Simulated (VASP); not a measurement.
# Be7S (Cmmm) in VASP: single point with PBE

Aim: the single point of Be7S with PBE.

Program: VASP 6.6.1. These are calculated values, not measurements. Logs are shortened: lines on timing, memory, paths and dates and some standing lists are left out, and cuts for length are marked.

## 1. The cell of the first run

Symmetry: Cmmm, No. 65, orthorhombic system. The conventional cell has a = 4.418 Å, b = 4.949 Å, c = 7.007 Å, α = 90.00°, β = 90.00°, γ = 90.00°. Within 2.9 Å of Be (site symmetry m2m) lie 12 Be at 2.16 to 2.59 Å. Within 2.9 Å of Be (site symmetry m) lie 10 Be at 2.15 to 2.83 Å and 1 S at 2.38 Å. Be (site symmetry mmm) has 4 S at 2.21 to 2.47 Å and 4 Be at 2.35 Å within 2.9 Å. S (site symmetry mmm) has 8 Be at 2.21 to 2.47 Å within 2.9 Å.

The cell was built from a structure type or drawn by symmetry, and may not be a known phase.

## 2. Single point, PBE

File INCAR:

```
PREC = Accurate
ENCUT = 520
EDIFF = 1E-6
ISMEAR = 0
SIGMA = 0.1
LREAL = F
LASPH = T
NELM = 100
ALGO = Normal
ISIF = 2
LWAVE = F
LCHARG = T
GGA = PE
LELF = T
LVHAR = T
NBANDS = 20
```

File KPOINTS:

```
regular mesh
0
Gamma
  10 10 6
```

File POSCAR:

```
Be7S
1.0
    2.2090867684     -2.4745625755      0.0000000000
    2.2090867684      2.4745625755      0.0000000000
    0.0000000000      0.0000000000      7.0068543512
Be S
7 1
Direct
    0.7619253516      0.2380746484      0.5000000000
    0.2380746484      0.7619253516      0.5000000000
    0.7435209288      0.7435209288      0.2980883177
    0.7435209288      0.7435209288      0.7019116823
    0.2564790712      0.2564790712      0.7019116823
    0.2564790712      0.2564790712      0.2980883177
    0.5000000000      0.5000000000      0.0000000000
    0.0000000000      0.0000000000      0.0000000000
```

Potentials or basis: VASP PAW PBE potentials, release 64 (Be, S).

The run is started by

```
$ cat potpaw_PBE.64/Be/POTCAR potpaw_PBE.64/S/POTCAR > POTCAR
$ mpirun -np 1 vasp_std > vasp.out
```

OUTCAR:

```text
PREC = Accurate
   ENCUT = 520
   EDIFF = 1E-6
   ISMEAR = 0
   LREAL = F
   LASPH = T
   NELM = 100
   ISIF = 2
   GGA = PE

 ion  position               nearest neighbor table
   1  0.762  0.238  0.500-   3 2.16   4 2.16   5 2.16   6 2.16   3 2.20   4 2.20   5 2.20   6 2.20
                             2 2.21   2 2.21   2 2.36
   2  0.238  0.762  0.500-   3 2.16   4 2.16   5 2.16   6 2.16   3 2.20   4 2.20   5 2.20   6 2.20
                             1 2.21   1 2.21   1 2.36
   3  0.744  0.744  0.298-   6 2.15   2 2.16   1 2.16   1 2.20   2 2.20   6 2.27   7 2.35   8 2.38

   4  0.744  0.744  0.702-   5 2.15   2 2.16   1 2.16   1 2.20   2 2.20   5 2.27   7 2.35   8 2.38

   5  0.256  0.256  0.702-   4 2.15   2 2.16   1 2.16   2 2.20   1 2.20   4 2.27   7 2.35   8 2.38

   6  0.256  0.256  0.298-   3 2.15   2 2.16   1 2.16   2 2.20   1 2.20   3 2.27   7 2.35   8 2.38

   7  0.500  0.500  0.000-   8 2.21   8 2.21   5 2.35   6 2.35   3 2.35   4 2.35   8 2.47   8 2.47

   8  0.000  0.000  0.000-   7 2.21   7 2.21   5 2.38   6 2.38   3 2.38   4 2.38   7 2.47   7 2.47

  LATTYP: Found a base centered orthorhombic cell.
 ALAT       =     4.4181735368
 B/A-ratio  =     1.1201744589
 C/A-ratio  =     1.5859165089

  Lattice vectors:

 A1 = (   2.2090867684,  -2.4745625755,   0.0000000000)
 A2 = (   2.2090867684,   2.4745625755,   0.0000000000)
 A3 = (   0.0000000000,   0.0000000000,   7.0068543512)

Analysis of symmetry for initial positions (statically):
=====================================================================
 Subroutine PRICEL returns:
 Original cell was already a primitive cell.

 Routine SETGRP: Setting up the symmetry group for a
 base centered orthorhombic supercell.

 Subroutine GETGRP returns: Found  8 space group operations
 (whereof  8 operations were pure point group operations)
 out of a pool of  8 trial point group operations.

The static configuration has the point symmetry D_2h.

Analysis of symmetry for dynamics (positions and initial velocities):
=====================================================================
 Subroutine PRICEL returns:
 Original cell was already a primitive cell.

 Routine SETGRP: Setting up the symmetry group for a
 base centered orthorhombic supercell.

 Subroutine GETGRP returns: Found  8 space group operations
 (whereof  8 operations were pure point group operations)
 out of a pool of  8 trial point group operations.

The dynamic configuration has the point symmetry D_2h.

 Subroutine INISYM returns: Found  8 space group operations
 (whereof  8 operations are pure point group operations),
 and found     1 'primitive' translations

----------------------------------------------------------------------------------------

                                     Primitive cell

  volume of cell :      76.6063

  direct lattice vectors                    reciprocal lattice vectors
     2.209086768 -2.474562575  0.000000000     0.226337873 -0.202055913  0.000000000
     2.209086768  2.474562575  0.000000000     0.226337873  0.202055913  0.000000000
     0.000000000  0.000000000  7.006854351     0.000000000  0.000000000  0.142717395

  length of vectors
     3.317156055  3.317156055  7.006854351     0.303406369  0.303406369  0.142717395

  position of ions in fractional coordinates (direct lattice)
     0.761925352  0.238074648  0.500000000
     0.238074648  0.761925352  0.500000000
     0.743520929  0.743520929  0.298088318
     0.743520929  0.743520929  0.701911682
     0.256479071  0.256479071  0.701911682
     0.256479071  0.256479071  0.298088318
     0.500000000  0.500000000  0.000000000
     0.000000000  0.000000000  0.000000000

  ion indices of the primitive-cell ions
   primitive index   ion index
                 1           1
                 2           2
                 3           3
                 4           4
                 5           5
                 6           6
                 7           7
                 8           8

----------------------------------------------------------------------------------------

 KPOINTS: regular mesh

Automatic generation of k-mesh.
 Grid dimensions read from file:
 generate k-points for:   10   10    6

 Generating k-lattice:

  Cartesian coordinates                     Fractional coordinates (reciprocal lattice)
     0.022633787 -0.020205591  0.000000000     0.100000000 -0.000000000  0.000000000
     0.022633787  0.020205591  0.000000000    -0.000000000  0.100000000  0.000000000
     0.000000000  0.000000000  0.023786232     0.000000000  0.000000000  0.166666667

  Length of vectors
     0.030340637  0.030340637  0.023786232

  Shift w.r.t. Gamma in fractional coordinates (k-lattice)
     0.000000000  0.000000000  0.000000000

 Subroutine IBZKPT returns following result:
 ===========================================

 Found    124 irreducible k-points:

 Following reciprocal coordinates:
            Coordinates               Weight
  0.000000  0.000000  0.000000      1.000000
  0.100000  0.000000  0.000000      4.000000
  0.200000  0.000000  0.000000      4.000000
  0.300000  0.000000  0.000000      4.000000
  0.400000  0.000000  0.000000      4.000000
  0.500000  0.000000  0.000000      2.000000
[... 16 lines left out ...]
  0.300000  0.300000  0.000000      2.000000
  0.400000  0.300000  0.000000      4.000000
 [... further k-points ...]
   k-points           NKPTS =    124   k-points in BZ     NKDIM =    124   number of bands    NBANDS=     20
   number of dos      NEDOS =    301   number of ions     NIONS =      8
   total plane-waves  NPLWV =  42336
   dimension x,y,z NGX =    28 NGY =   28 NGZ =   54
   dimension x,y,z NGXF=    56 NGYF=   56 NGZF=  108
   ions per type =               7   1
   NGX,Y,Z   is equivalent  to a cutoff of  14.03, 14.03, 12.81 a.u.
   NGXF,Y,Z  is equivalent  to a cutoff of  28.07, 28.07, 25.62 a.u.
 SYSTEM =  unknown system
   PREC   = accura    normal or accurate (medium, high low for compatibility)
   ISTART =      0    job   : 0-new  1-cont  2-samecut
   ICHARG =      2    charge: 1-file 2-atom 10-const
   ISPIN  =      1    spin polarized calculation?
   LNONCOLLINEAR =      F non collinear calculations
   LSORBIT =      F    spin-orbit coupling
   LASPH  =      T    aspherical Exc in radial PAW
   ENCUT  =  520.0 eV  38.22 Ry    6.18 a.u.   6.17  6.17 13.03*2*pi/ulx,y,z
   NELM   =    100;   NELMIN=  2; NELMDL= -5     # of ELM steps
   EDIFF  = 0.1E-05   stopping-criterion for ELM
   LREAL  =      F    real-space projection
   EDIFFG = 0.1E-04   stopping-criterion for IOM
   NSW    =      0    number of steps for IOM
   IBRION =     -1    ionic relax: 0-MD 1-quasi-New 2-CG
   NFREE  =      0    steps in history (QN), initial steepest desc. (CG)
   ISIF   =      2    stress and relaxation
   ISYM   =      2    0-nonsym 1-usesym 2-fastsym
   POTIM  = 0.5000    time-step for ionic-motion
   TEBEG  =    0.0;   TEEND  =   0.0 temperature during run
   PSTRESS=    0.0 pullay stress
   NELECT =      20.0000    total number of electrons
   NUPDOWN=      -1.0000    fix difference up-down
   EMIN   =  10.00;   EMAX   =-10.00  energy-range for DOS
   EFERMI =   0.00;   METHOD = LEGACY
   ISMEAR =     0;   SIGMA  =   0.10  broadening in eV -4-tet -1-fermi 0-gaus
   EFERMI_NEDOS =   21; number of points for ismear=-14 and -15
   IALGO  =     38    algorithm
   IMIX   =      4    mixing-type and parameters
     AMIX     =   0.40;   BMIX     =  1.00
     AMIX_MAG =   1.60;   BMIX_MAG =  1.00
  volume/ion in A,a.u.               =       9.58        64.62
  Fermi-wavevector in a.u.,A,eV,Ry     =   1.046317  1.977253 14.895384  1.094780
  Thomas-Fermi vector in A             =   2.181150
   LORBIT       =      0    0 simple, 1 ext, 2 COOP (PROOUT), +10 PAW based schemes
   GGA     = PE    functional components
   LHFCALC =     F    Hartree Fock is set to
   AEXX    =    0.0000 exact exchange contribution
   IVDW    =     0    specifies the selected vdW correction
   LEPSILON=     F    determine dielectric tensor
   LRPA    =     F    only Hartree local field effects (RPA)
 non-spin polarized calculation
 Gauss-broadening in eV      SIGMA  =   0.10
  energy-cutoff  :      520.00
  volume of cell :       76.61
 maximum number of plane-waves:      2092
 NGX is ok and might be reduce to    28
   NGX = 13   NGY = 13   NGZ = 27

 number of electron      20.0000000 magnetization

 Free energy of the ion-electron system (eV)
  ---------------------------------------------------
  ext. energy  EPLUGINS =         0.00000000
  ---------------------------------------------------
  free energy    TOTEN  =       -29.21011086 eV

  energy without entropy =      -29.20311860  energy(sigma->0) =      -29.20661473

 E-fermi :   6.6711     XC(G=0): -10.3990

 val. band max:        6.6584076681   @ k =  -0.4000   0.1000   0.0000
 cond. band min:       6.6811566970   @ k =   0.3000   0.3000   0.5000
 fundamental gap:      0.0227490289
 Fermi energy:         6.6710871234

 k-point     1 :       0.0000    0.0000    0.0000
  band No.  band energies     occupation
      1      -8.9395      2.00000
      2      -3.1610      2.00000
      3      -2.1111      2.00000
      4       1.8339      2.00000
      5       2.7715      2.00000
      6       3.9354      2.00000
[... 12 lines left out ...]
     19      13.2882      0.00000
     20      14.3444      0.00000

 k-point     2 :       0.1000    0.0000    0.0000
  band No.  band energies     occupation
      1      -8.8681      2.00000
      2      -3.0660      2.00000
      3      -2.0078      2.00000
      4       1.4599      2.00000
      5       2.8432      2.00000
      6       3.4013      2.00000
[... 12 lines left out ...]
     19      13.0633      0.00000
     20      13.8656      0.00000
[... 465 lines left out ...]
      3      -0.3216      2.00000
      4      -0.2368      2.00000
      5       0.3974      2.00000
      6       1.7991      2.00000
[... 12 lines left out ...]
     19      14.6019      0.00000
     20      15.2430      0.00000

 k-point    24 :       0.4000    0.3000    0.0000
  band No.  band energies     occupation
      1      -7.5397      2.00000
      2      -1.2206      2.00000
      3      -0.2594      2.00000
      4       0.2799      2.00000
      5       0.3199      2.00000
      6       1.0937      2.00000
[... 12 lines left out ...]
     19      14.7004      0.00000
     20      14.7490      0.00000

 [... further k-points ...]

------------------------ aborting loop because EDIFF is reached ----------------------------------------

  FORCE on cell =-STRESS in cart. coord.  units (eV):
  Direction    XX          YY          ZZ          XY          YZ          ZX
  --------------------------------------------------------------------------------------
  -------------------------------------------------------------------------------------
  Total        0.0580794      0.0528970      0.0195507     -0.0000000      0.0000000      0.0000000
  in kB        1.2146974      1.1063108      0.4088929     -0.0000000      0.0000000      0.0000000
  external PRESSURE =       0.9099670 kB  Pullay stress =       0.0000000 kB

 VOLUME and BASIS-vectors are now :
 -----------------------------------------------------------------------------
  energy-cutoff  :      520.00
  volume of cell :       76.61
      direct lattice vectors                 reciprocal lattice vectors
     2.209086768 -2.474562575  0.000000000     0.226337873 -0.202055913  0.000000000
     2.209086768  2.474562575  0.000000000     0.226337873  0.202055913  0.000000000
     0.000000000  0.000000000  7.006854351     0.000000000  0.000000000  0.142717395

 POSITION                                       TOTAL-FORCE (eV/Angst)
 -----------------------------------------------------------------------------------
      2.20909     -1.29630      3.50343         0.000000     -0.003236      0.000000
      2.20909      1.29630      3.50343         0.000000      0.003236      0.000000
      3.28500      0.00000      2.08866         0.002416      0.000000     -0.007812
      3.28500      0.00000      4.91819         0.002416      0.000000      0.007812
      1.13317      0.00000      4.91819        -0.002416      0.000000      0.007812
      1.13317      0.00000      2.08866        -0.002416      0.000000     -0.007812
      2.20909      0.00000      0.00000         0.000000      0.000000      0.000000
      0.00000      0.00000      0.00000        -0.000000      0.000000      0.000000
 -----------------------------------------------------------------------------------
    total drift:                                0.000000     -0.000000      0.000000

  FREE ENERGIE OF THE ION-ELECTRON SYSTEM (eV)
  ---------------------------------------------------
  free  energy   TOTEN  =       -29.2101108556 eV

  energy  without entropy=      -29.2031186004  energy(sigma->0) =      -29.20661473
```

Wall time 2.4 min (1 thread of Intel Xeon Platinum 8259CL at 2.50GHz (Skylake/Cascade Lake), shared host); peak memory 0.29 GiB.

What came out:

* Free energy: -29.2101 eV
* Pressure: 0.1 GPa
* Largest force: 0.008 eV/Å
* Band gap on the k mesh: zero (bands 10 and 11 overlap by 3.38 eV)

Forces in eV/Å, atoms in the order of the input:
```
Be   0.000 -0.003  0.000
Be   0.000  0.003  0.000
Be   0.002  0.000 -0.008
Be   0.002  0.000  0.008
Be  -0.002  0.000  0.008
Be  -0.002  0.000 -0.008
Be   0.000  0.000  0.000
S    0.000  0.000  0.000
```
